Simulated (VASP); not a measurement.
Here is a VASP 6.6.1 calculation.

The input INCAR:

```
SYSTEM = Ba
PREC     = Accurate       ! precision mode
ENCUT    = 520            ! plane-wave cutoff, eV
EDIFF    = 1E-6           ! SCF threshold, eV
ISMEAR   = 0              ! smearing method
SIGMA    = 0.1            ! smearing width, eV
LREAL    = .False.        ! projectors in reciprocal space
LASPH    = .True.         ! aspherical terms in the spheres
NELM     = 100            ! most SCF steps
ALGO     = Normal         ! electronic algorithm
ISIF     = 2              ! what is computed and relaxed
LWAVE    = .False.        ! write WAVECAR
LCHARG   = .False.        ! write CHGCAR
GGA      = PE             ! functional
NBANDS   = 11             ! bands
```

Contents of KPOINTS:

```
Automatic mesh
0
Gamma
  12 12 12
  0 0 0
```

The input POSCAR:

```
Ba
1.0
    0.0000000000      3.3755811226      3.3755811226
    3.3755811226      0.0000000000      3.3755811226
    3.3755811226      3.3755811226      0.0000000000
Ba
1
Direct
    0.0000000000      0.0000000000      0.0000000000
```

Potentials or basis: VASP PAW PBE potentials, release 64 (Ba_sv).

Command:

```console
$ cat potpaw_PBE.64/Ba_sv/POTCAR > POTCAR
$ mpirun -np 1 vasp_std > vasp.out
```

Q: What does it give for the band gap on the k mesh?

A: Zero (bands 5 and 6 overlap by 0.07 eV).

Q: Estimate the pressure.

A: -1.1 GPa.

Caveat: the cell differs from its parent crystal (strained); spin-orbit coupling is left out, which moves the levels of the heavy elements.
